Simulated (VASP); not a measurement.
# Ti2AlB2 (P4/mbm) in VASP: further runs

The runs below take Ti2AlB2 through single point, with r2SCAN.

Program: VASP 6.6.1. These are calculated values, not measurements. Logs are shortened: lines on timing, memory, paths and dates and some standing lists are left out, and cuts for length are marked.

**1. The cell of the first run**

The structure is tetragonal, space group P4/mbm (No. 127). Conventional cell: a = 5.835 Å, b = 5.835 Å, c = 3.155 Å, α = 90.00°, β = 90.00°, γ = 90.00°. Ti (site symmetry m2m) has 6 B at 2.34 to 2.35 Å and 4 Al at 2.66 Å and 7 Ti at 2.97 to 3.16 Å within 3.2 Å. Al (site symmetry 4/m) has 4 B at 2.36 Å and 8 Ti at 2.66 Å and 2 Al at 3.16 Å within 3.2 Å. B (site symmetry m2m) has 1 B at 1.83 Å and 6 Ti at 2.34 to 2.35 Å and 2 Al at 2.36 Å within 2.4 Å.

**2. Single point, r2SCAN**

The input, POSCAR:

```
Ti2AlB2
1.0
    5.8353360000      0.0000000000      0.0000000000
    0.0000000000      5.8353360000      0.0000000000
    0.0000000000      0.0000000000      3.1551180000
Ti Al B
4 2 4
Direct
    0.1800000000      0.6800000000      0.5000000000
    0.3200000000      0.1800000000      0.5000000000
    0.8200000000      0.3200000000      0.5000000000
    0.6800000000      0.8200000000      0.5000000000
    0.0000000000      0.0000000000      0.0000000000
    0.5000000000      0.5000000000      0.0000000000
    0.3890000000      0.8890000000      0.0000000000
    0.1110000000      0.3890000000      0.0000000000
    0.6110000000      0.1110000000      0.0000000000
    0.8890000000      0.6110000000      0.0000000000
```

The input, INCAR.step1:

```
SYSTEM = Ti2AlB2
  ALGO = Normal
  EDIFF = 1E-5
  ENCUT = 550
  GGA = PE
  GGA_COMPAT = .False.
  ISMEAR = 0
  LASPH = .True.
  LCHARG = .False.
  LREAL = .False.
  LWAVE = .True.
  NBANDS = 44
  NELM = 120
  PREC = Accurate
  SIGMA = 0.2017
```

The input, INCAR.step2:

```
SYSTEM = Ti2AlB2
  ALGO = Normal
  EDIFF = 1E-6
  ENCUT = 550
  GGA_COMPAT = .False.
  ISIF = 2
  ISMEAR = 0
  ISTART = 1
  LASPH = .True.
  LCHARG = .False.
  LMIXTAU = .True.
  LREAL = .False.
  LWAVE = .False.
  METAGGA = R2SCAN
  NBANDS = 44
  NELM = 120
  PREC = Accurate
  SIGMA = 0.2017
```

The input, KPOINTS:

```
k-points
0
Gamma
  3 3 6
  0 0 0
```

Potentials or basis: VASP PAW PBE potentials, release 64 (Ti_sv, Al, B).

Command:

```sh
$ cat potpaw_PBE.64/Ti_sv/POTCAR potpaw_PBE.64/Al/POTCAR potpaw_PBE.64/B/POTCAR > POTCAR
$ cp INCAR.step1 INCAR
$ mpirun -np 1 vasp_std > vasp.out
$ cp INCAR.step2 INCAR
$ mpirun -np 1 vasp_std > vasp.out
```

OUTCAR:

```text
SYSTEM = Ti2AlB2
   EDIFF = 1E-6
   ENCUT = 550
   ISIF = 2
   ISMEAR = 0
   ISTART = 1
   LASPH = .True.
   LREAL = .False.
   METAGGA = R2SCAN
   NELM = 120
   PREC = Accurate

 ion  position               nearest neighbor table
   1  0.180  0.680  0.500-   7 2.34   7 2.34  10 2.35   8 2.35   8 2.35  10 2.35   6 2.66   6 2.66
                             5 2.66   5 2.66
   2  0.320  0.180  0.500-   8 2.34   8 2.34   9 2.35   7 2.35   7 2.35   9 2.35   6 2.66   6 2.66
                             5 2.66   5 2.66
   3  0.820  0.320  0.500-   9 2.34   9 2.34  10 2.35   8 2.35   8 2.35  10 2.35   6 2.66   6 2.66
                             5 2.66   5 2.66
   4  0.680  0.820  0.500-  10 2.34  10 2.34   7 2.35   7 2.35   9 2.35   9 2.35   6 2.66   6 2.66
                             5 2.66   5 2.66
   5  0.000  0.000  0.000-   7 2.36   8 2.36   9 2.36  10 2.36   1 2.66   2 2.66   3 2.66   4 2.66
                             1 2.66   2 2.66   3 2.66   4 2.66
   6  0.500  0.500  0.000-   7 2.36   8 2.36   9 2.36  10 2.36   1 2.66   2 2.66   3 2.66   4 2.66
                             1 2.66   2 2.66   3 2.66   4 2.66
   7  0.389  0.889  0.000-   9 1.83   1 2.34   1 2.34   2 2.35   4 2.35   2 2.35   4 2.35   5 2.36
                             6 2.36
   8  0.111  0.389  0.000-  10 1.83   2 2.34   2 2.34   1 2.35   1 2.35   3 2.35   3 2.35   5 2.36
                             6 2.36
   9  0.611  0.111  0.000-   7 1.83   3 2.34   3 2.34   2 2.35   2 2.35   4 2.35   4 2.35   5 2.36
                             6 2.36
  10  0.889  0.611  0.000-   8 1.83   4 2.34   4 2.34   3 2.35   1 2.35   3 2.35   1 2.35   5 2.36
                             6 2.36

  LATTYP: Found a simple tetragonal cell.
 ALAT       =     5.8353360000
 C/A-ratio  =     0.5406917442

  Lattice vectors:

 A1 = (   5.8353360000,   0.0000000000,   0.0000000000)
 A2 = (   0.0000000000,   5.8353360000,   0.0000000000)
 A3 = (   0.0000000000,   0.0000000000,   3.1551180000)

Analysis of symmetry for initial positions (statically):
=====================================================================
 Subroutine PRICEL returns:
 Original cell was already a primitive cell.

 Routine SETGRP: Setting up the symmetry group for a
 simple tetragonal supercell.

 Subroutine GETGRP returns: Found 16 space group operations
 (whereof  8 operations were pure point group operations)
 out of a pool of 16 trial point group operations.

The static configuration has the point symmetry C_4h.
 The point group associated with its full space group is D_4h.

Analysis of symmetry for dynamics (positions and initial velocities):
[... 127 lines left out ...]
   NUPDOWN=      -1.0000    fix difference up-down
   EMIN   =  10.00;   EMAX   =-10.00  energy-range for DOS
   EFERMI =   0.00;   METHOD = LEGACY
   ISMEAR =     0;   SIGMA  =   0.20  broadening in eV -4-tet -1-fermi 0-gaus
   EFERMI_NEDOS =   21; number of points for ismear=-14 and -15
   IALGO  =     38    algorithm
   IMIX   =      4    mixing-type and parameters
     AMIX     =   0.40;   BMIX     =  1.00
     AMIX_MAG =   1.60;   BMIX_MAG =  1.00
  volume/ion in A,a.u.               =      10.74        72.50
  Fermi-wavevector in a.u.,A,eV,Ry     =   1.391683  2.629900 26.351518  1.936782
  Thomas-Fermi vector in A             =   2.515499
   LORBIT       =      0    0 simple, 1 ext, 2 COOP (PROOUT), +10 PAW based schemes
   METAGGA = R2SCAN    functional components
   LHFCALC =     F    Hartree Fock is set to
   AEXX    =    0.0000 exact exchange contribution
   IVDW    =     0    specifies the selected vdW correction
   LEPSILON=     F    determine dielectric tensor
   LRPA    =     F    only Hartree local field effects (RPA)
 non-spin polarized calculation
 Gauss-broadening in eV      SIGMA  =   0.20
  energy-cutoff  :      550.00
  volume of cell :      107.44
 maximum number of plane-waves:      3166
 NGX is ok and might be reduce to    48
   NGX = 23   NGY = 23   NGZ = 13

 number of electron      65.9999987 magnetization

 Free energy of the ion-electron system (eV)
  ---------------------------------------------------
  ext. energy  EPLUGINS =         0.00000000
  ---------------------------------------------------
  free energy    TOTEN  =      -101.71777774 eV

  energy without entropy =     -101.61614254  energy(sigma->0) =     -101.66696014

 E-fermi :  10.1272     XC(G=0): -13.1633

 val. band max:        9.9965520830   @ k =   0.0000   0.0000   0.0000
 cond. band min:      10.1342224124   @ k =   0.3333   0.0000   0.5000
 fundamental gap:      0.1376703294
 Fermi energy:        10.1271882468

 k-point     1 :       0.0000    0.0000    0.0000
  band No.  band energies     occupation
      1     -48.9630      2.00000
      2     -48.9159      2.00000
      3     -48.9159      2.00000
      4     -48.9049      2.00000
      5     -24.4260      2.00000
      6     -24.3846      2.00000
[... 553 lines left out ...]
     43      13.4361      0.00000
     44      13.4506      0.00000

------------------------ aborting loop because EDIFF is reached ----------------------------------------

  FORCE on cell =-STRESS in cart. coord.  units (eV):
  Direction    XX          YY          ZZ          XY          YZ          ZX
  --------------------------------------------------------------------------------------
  -------------------------------------------------------------------------------------
  Total        0.1729309      0.1729309     14.6741741      0.0000000      0.0000000      0.0000000
  in kB        2.5789079      2.5789079    218.8350630      0.0000000      0.0000000      0.0000000
  external PRESSURE =      74.6642930 kB  Pullay stress =       0.0000000 kB

 VOLUME and BASIS-vectors are now :
 -----------------------------------------------------------------------------
  energy-cutoff  :      550.00
  volume of cell :      107.44
      direct lattice vectors                 reciprocal lattice vectors
     5.835336000  0.000000000  0.000000000     0.171369738  0.000000000  0.000000000
     0.000000000  5.835336000  0.000000000     0.000000000  0.171369738  0.000000000
     0.000000000  0.000000000  3.155118000     0.000000000  0.000000000  0.316945357

 POSITION                                       TOTAL-FORCE (eV/Angst)
 -----------------------------------------------------------------------------------
      1.05036      3.96803      1.57756        -0.439222     -0.439222      0.000000
      1.86731      1.05036      1.57756         0.439222     -0.439222     -0.000000
      4.78498      1.86731      1.57756         0.439222      0.439222     -0.000000
      3.96803      4.78498      1.57756        -0.439222      0.439222      0.000000
      0.00000      0.00000      0.00000         0.000000     -0.000000      0.000000
      2.91767      2.91767      0.00000         0.000000     -0.000000      0.000000
      2.26995      5.18761      0.00000         0.551347      0.551347     -0.000000
      0.64772      2.26995      0.00000        -0.551347      0.551347     -0.000000
      3.56539      0.64772      0.00000        -0.551347     -0.551347      0.000000
      5.18761      3.56539      0.00000         0.551347     -0.551347      0.000000
 -----------------------------------------------------------------------------------
    total drift:                                0.000000      0.000000     -0.000000

  FREE ENERGIE OF THE ION-ELECTRON SYSTEM (eV)
  ---------------------------------------------------
  free  energy   TOTEN  =      -101.7177777450 eV

  energy  without entropy=     -101.6161425403  energy(sigma->0) =     -101.66696014
```

OUTCAR.step1:

```text
SYSTEM = Ti2AlB2
   EDIFF = 1E-5
   ENCUT = 550
   GGA = PE
   ISMEAR = 0
   LASPH = .True.
   LREAL = .False.
   NELM = 120
[... 813 lines left out ...]
      0.64772      2.26995      0.00000        -0.573804      0.573804      0.000000
      3.56539      0.64772      0.00000        -0.573804     -0.573804     -0.000000
      5.18761      3.56539      0.00000         0.573804     -0.573804     -0.000000
 -----------------------------------------------------------------------------------
    total drift:                                0.000000      0.000000     -0.000000

  FREE ENERGIE OF THE ION-ELECTRON SYSTEM (eV)
  ---------------------------------------------------
  free  energy   TOTEN  =       -72.1661051904 eV

  energy  without entropy=      -72.0562350637  energy(sigma->0) =      -72.11117013
```

OSZICAR.step1:

```text
N       E                     dE             d eps       ncg     rms          rms(c)
DAV:   1     0.829238579170E+03    0.82924E+03   -0.31684E+04  1056   0.178E+03
DAV:   2     0.308378774702E+02   -0.79840E+03   -0.77257E+03  1056   0.545E+02
DAV:   3    -0.754244835854E+02   -0.10626E+03   -0.10280E+03  1600   0.174E+02
DAV:   4    -0.866560988930E+02   -0.11232E+02   -0.11179E+02  1584   0.503E+01
DAV:   5    -0.872353325095E+02   -0.57923E+00   -0.57896E+00  1616   0.108E+01    0.303E+01
DAV:   6    -0.720308937653E+02    0.15204E+02   -0.10486E+02  1420   0.609E+01    0.693E+00
DAV:   7    -0.721022741693E+02   -0.71380E-01   -0.11499E+01  1412   0.194E+01    0.582E+00
DAV:   8    -0.721463881213E+02   -0.44114E-01   -0.53486E-01  1424   0.358E+00    0.213E+00
DAV:   9    -0.721659106412E+02   -0.19523E-01   -0.11803E-01  1624   0.164E+00    0.602E-01
DAV:  10    -0.721675564116E+02   -0.16458E-02   -0.43247E-02  1508   0.129E+00    0.221E-01
DAV:  11    -0.721661565550E+02    0.13999E-02   -0.12393E-02  1440   0.681E-01    0.848E-02
DAV:  12    -0.721661181754E+02    0.38380E-04   -0.48096E-04  1468   0.141E-01    0.295E-02
DAV:  13    -0.721661046327E+02    0.13543E-04   -0.14912E-04  1216   0.604E-02    0.430E-03
DAV:  14    -0.721661051904E+02   -0.55769E-06   -0.75066E-06   744   0.225E-02
   1 F= -.72166105E+02 E0= -.72111170E+02  d E =-.109870E+00
```

It took 4.9 min on 1 thread of AMD EPYC 7R43 (Zen 3), shared host; peak memory 0.23 GiB.

What came out:

```yaml
Free_energy: -101.7178 eV
Pressure: 7.5 GPa
Largest_force: 0.780 eV/Å
Band_gap_on_the_k_mesh: zero (bands 33 and 34 overlap by 0.72 eV)
```

Forces on the atoms (eV/Å):
```
Ti  -0.439 -0.439  0.000
Ti   0.439 -0.439  0.000
Ti   0.439  0.439  0.000
Ti  -0.439  0.439  0.000
Al   0.000  0.000  0.000
Al   0.000  0.000  0.000
B    0.551  0.551  0.000
B   -0.551  0.551  0.000
B   -0.551 -0.551  0.000
B    0.551 -0.551  0.000
```

Levels at points of the mesh, in eV from the Fermi level:
```
           k point  band 28  band 29  band 30  band 31  band 32  band 33  band 34  band 35  band 36  band 37
(0.00, 0.00, 0.00)    -1.70    -0.98    -0.98    -0.59    -0.59    -0.19    -0.13     0.11     0.32     1.55
(0.00, 0.00, 0.50)    -3.23    -3.15    -2.88    -2.44    -0.35     0.12     0.12     0.22     0.22     0.31
```

Caveat: the cell stands under pressure; the PAW data sets were made with another functional, which shifts forces and pressure a little.

[end of part 1 of 2]
